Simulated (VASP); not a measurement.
Set up this calculation in VASP 6.6.1, as the native input.

| Item | Value |
| --- | --- |
| Task | single point |
| Functional | PBE |
| Potentials or basis | VASP PAW PBE potentials, release 64 (Zn, S) |
| Cutoff | 500 eV |
| k mesh | 3 × 3 × 3 |
| Occupations | gaussian, width 0.01 eV |
| Spin | no spin polarisation |
| Dipole correction | no |
| Further INCAR settings | ALGO = Normal; EDIFF = 1e-06; NBANDS = 16 |

The structure of ZnS lies in POSCAR:

```
ZnS
1.0
    0.0000000000      2.7580526800      2.7580526800
    2.7580526800      0.0000000000      2.7580526800
    2.7580526800      2.7580526800      0.0000000000
Zn S
1 1
Direct
    0.0000000000      0.0000000000      0.0000000000
    0.2500000000      0.2500000000      0.2500000000
```

The input as run:

INCAR

```
ALGO     = Normal         # electronic algorithm
EDIFF    = 1E-6           # SCF threshold, eV
ENCUT    = 500            # plane-wave cutoff, eV
GGA      = PE             # functional
GGA_COMPAT= False        
ISIF     = 2              # what is computed and relaxed
ISMEAR   = 0              # smearing method
LASPH    = True           # aspherical terms in the spheres
LCHARG   = True           # write CHGCAR
LELF     = True           # ELF
LREAL    = False          # projectors in reciprocal space
LVHAR    = True         
LWAVE    = False          # write WAVECAR
NBANDS   = 16             # bands
NELM     = 120            # most SCF steps
PREC     = Accurate       # precision mode
SIGMA    = 0.01           # smearing width, eV
```

KPOINTS

```
k-points
0
Gamma
  3 3 3
```

Potentials or basis: VASP PAW PBE potentials, release 64 (Zn, S).

Run with:

```sh
$ cat potpaw_PBE.64/Zn/POTCAR potpaw_PBE.64/S/POTCAR > POTCAR
$ mpirun -np 1 vasp_std > vasp.out
```

It gave:

```
Pressure               : -1.4 GPa
Band gap on the k mesh : 1.81 eV, direct
```

Caveat: the k points lie up to 0.66 Å⁻¹ apart.

Run time: 3.7 s on 1 thread of AMD EPYC 7R13 Processor (Zen 3) (shared host), peak memory 0.12 GiB.
